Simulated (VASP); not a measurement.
Here is a VASP 6.6.1 calculation.

The input INCAR:

```
  ALGO = Fast
  EDIFF = 1E-6
  ENCUT = 520
  GGA = PS
  ISIF = 2
  ISMEAR = 0
  LASPH = True
  LCHARG = False
  LREAL = False
  LWAVE = False
  NBANDS = 20
  NELM = 100
  PREC = Accurate
  SIGMA = 0.15
```

The input KPOINTS:

```
k-points
0
Gamma
  14 14 12
```

POSCAR

```
TlSn
1.0
    3.6147298654      0.0000000000      0.0000000000
    0.0000000000      3.6147298654      0.0000000000
    0.0000000000      0.0000000000      4.3750000000
Tl Sn
1 1
Direct
    0.0000000000      0.0000000000      0.0000000000
    0.5000000000      0.5000000000      0.5000000000
```

Potentials or basis: VASP PAW PBE potentials, release 64 (Tl_d, Sn_d).

Command:

```console
$ cat potpaw_PBE.64/Tl_d/POTCAR potpaw_PBE.64/Sn_d/POTCAR > POTCAR
$ mpirun -np 1 vasp_std > vasp.out
```

Task: What does it give for the pressure?

Result: -1.8 GPa.

Stress tensor (GPa, compression positive):
```
-2.06  0.00  0.00
 0.00 -2.06  0.00
 0.00  0.00 -1.17
```

Caveat: the PAW data sets were made with another functional, which shifts forces and pressure a little.
